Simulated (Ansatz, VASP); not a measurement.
## Ba in VASP and in Ansatz

```
Ba
1.0
    -2.50000    2.50000    2.57500
     2.50000   -2.50000    2.57500
     2.50000    2.50000   -2.57500
Ba
1
Cartesian
  0.0000 0.0000 0.0000
```

Change from the starting cell: strain +0.000 along x and y, +0.030 along z, atoms carried along.

Alike in both runs: task single point; functional PBE; k mesh 14 × 14 × 14; occupations gaussian, width 0.15 eV; no spin polarisation.

|  | VASP | Ansatz |
| --- | --- | --- |
| version | VASP 6.6.1 | Ansatz 0.2.0 |
| potentials or method | VASP PAW PBE potentials, release 64 (Ba_sv), cutoff 520 eV | scalar-relativistic, plane waves, PAW |
| valence electrons in the cell | 10 | 10 |

```csv
,VASP,Ansatz,Ansatz less VASP
gap on the k mesh at the Fermi level (eV),none,none,-
pressure (GPa),-0.1,-0.1,-0.05
"traceless stress, the component that is largest in VASP (GPa)",-0.08,-0.08,+0.001
```

A gap of «none» marks a metal or a gap that the smearing closes. The functional is the same, so the differences come from potentials, cutoffs and numerics.

Spin-orbit coupling is off throughout.
